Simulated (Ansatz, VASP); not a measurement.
## One calculation of CaSn3Se4, two programs

```
Sn Se Ca
1.0
     6.04184    0.00000    0.00000
     0.00000    6.04184    0.00000
     0.00000    0.00000    6.04184
Sn Se Ca
3 4 1
Direct
  0.50000 0.00000 0.00000
  0.00000 0.50000 0.00000
  0.00000 0.00000 0.50000
  0.00000 0.50000 0.50000
  0.50000 0.00000 0.50000
  0.50000 0.50000 0.00000
  0.00000 0.00000 0.00000
  0.50000 0.50000 0.50000
```

Alike in both runs: task single point; functional PBE; k mesh 4 × 4 × 4; occupations fermi-dirac, width 0.02 eV; no spin polarisation.

|  | VASP | Ansatz |
| --- | --- | --- |
| version | VASP 6.6.1 | Ansatz 0.2.0 |
| potentials or method | VASP PAW PBE potentials, release 64 (Sn_d, Se, Ca_sv) | plane waves, PAW |
| plane-wave cutoff (eV) | 520 | 420 |
| valence electrons in the cell | 76 | 116 |

|  | VASP | Ansatz | Ansatz less VASP |
| --- | --- | --- | --- |
| pressure (GPa) | 0.0 | 0.0 | -0.03 |

With one functional, cell and mesh, what is left measures potentials, basis and numerics. VASP's potentials hold 76 valence electrons a cell and Ansatz's 116, so a difference there can come from the potentials and not from the codes.
